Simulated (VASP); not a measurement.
Runs of VASP 6.6.1 on KTaO3. The structure is that of space group Pm-3m (No. 221), or close to it. The cells are those of the table. 

```tsv
level	spin	cell	k mesh	grid for exact exchange (PRECFOCK)	screening parameter	gap on the mesh (eV)	pressure (GPa)
HSE06	off	a = 3.990, b = 3.990, c = 4.150 Å, 5 atoms	4 × 4 × 4	Fast	0.2079 1/Å	3.32	(c)
r2SCAN	off	a = 3.990, b = 3.990, c = 4.070 Å, 5 atoms	6 × 6 × 6	-	-	2.52	-3.0
r2SCAN	off	a = 3.990, b = 3.990, c = 3.950 Å, 5 atoms	6 × 6 × 6	-	-	2.60	3.2
r2SCAN	off	a = 3.990, b = 3.990, c = 4.110 Å, 5 atoms	6 × 6 × 6	-	-	(a)	-4.7
r2SCAN	non-collinear, zero start, SOC	a = 3.990 Å, 5 atoms	6 × 6 × 6	-	-	-	(b)
```

Alike in all rows: task single point; potentials or basis VASP PAW PBE potentials, release 64 (K_sv, Ta_pv, O); cutoff (eV) 520; smearing gaussian 0.01 eV.

Q: Estimate the missing entries.

A: (a) 2.48; (b) 1.1; (c) -7.4.

Caveats: the PAW data sets were made with another functional, which shifts forces and pressure a little; spin-orbit coupling is left out, which moves the levels of the heavy elements (some runs).

A k mesh can miss the band edges, and rows without SOC leave out spin-orbit coupling on Ta.
